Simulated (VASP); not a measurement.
Write the native input for VASP 6.6.1 that does the following.

```yaml
Task: single point
Functional: PBE
Potentials_or_basis: VASP PAW PBE potentials, release 64 (Si, Ni)
Cutoff: 520 eV
k_mesh: 6 × 6 × 6
Occupations: fermi-dirac, width 0.02 eV
Spin: no spin polarisation
Dipole_correction: no
Further_INCAR_settings: ALGO = Normal; EDIFF = 1e-06; NBANDS = 25
```

The structure of SiNi3 lies in POSCAR:

```
SiNi3
1.0
    3.5751338240      0.0000000000      0.0000000000
    0.0000000000      3.5751338240      0.0000000000
    0.0000000000      0.0000000000      3.5751338240
Si Ni
1 3
Direct
    0.0000000000      0.0000000000      0.0000000000
    0.0000000000      0.5000000000      0.5000000000
    0.5000000000      0.0000000000      0.5000000000
    0.5000000000      0.5000000000      0.0000000000
```

The input as run:

INCAR

```
ALGO = Normal
EDIFF = 1E-6
ENCUT = 520
GGA = PE
ISIF = 2
ISMEAR = -1
LASPH = T
LCHARG = F
LREAL = F
LWAVE = F
NBANDS = 25
NELM = 80
PREC = Accurate
SIGMA = 0.02
```

KPOINTS

```
k-points
0
Gamma
  6 6 6
```

Potentials or basis: VASP PAW PBE potentials, release 64 (Si, Ni).

The run is started by

```bash
$ cat potpaw_PBE.64/Si/POTCAR potpaw_PBE.64/Ni/POTCAR > POTCAR
$ mpirun -np 1 vasp_std > vasp.out
```

It gave:

```yaml
Pressure: -10.7 GPa
Band_gap_on_the_k_mesh: zero (bands 17 and 18 overlap by 0.22 eV)
```

Caveat: the cell stands under tension.

Wall time 58 s on 1 thread of Intel Xeon 8259CL (shared host), peak memory 0.16 GiB.
